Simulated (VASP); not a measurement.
Runs of VASP 6.6.1 on CaSc. The structure is that of space group Fm-3m (No. 225), or close to it. The cells are those of the table. 

| task | spin | cell | k mesh | cutoff (eV) | gap on the mesh (eV) | pressure (GPa) | relaxed volume (Å³/atom) |
| --- | --- | --- | --- | --- | --- | --- | --- |
| single point | collinear, ferromagnetic start | a = 4.563 Å, angles 60.0°, 2 atoms | 6 × 6 × 6 | 520 | none | 0.1 | - |
| single point | off | a = 4.568 Å, angles 60.0°, 2 atoms | 16 × 16 × 16 | 520 | none | 0.1 | - |
| relaxation of cell and atoms | off | relaxed from a = 4.563 Å, angles 60.0°, 2 atoms | 16 × 16 × 16 | 600 | - | 0.0 | (a) |
| relaxation of cell and atoms | off | relaxed from a = 3.920 Å, angles 60.0°, 2 atoms | 6 × 6 × 6 | 600 | - | -0.1 | 34.03 |
| single point | off | a = 4.563 Å, angles 60.0°, 2 atoms | 6 × 6 × 6 | 520 | none | 0.2 | - |

Alike in all rows: level PBE; potentials or basis VASP PAW PBE potentials, release 64 (Ca_sv, Sc_sv); smearing gaussian 0.1 eV.

Problem. Estimate the missing entries.

Solution. (a) 33.83.

Caveats: the bands computed are all filled at some k points, so no gap is given (some runs); the volume moved by over 15 % at a fixed basis, so the end points are rough (some runs).

A gap of «none» marks levels without a gap at the run's occupations.
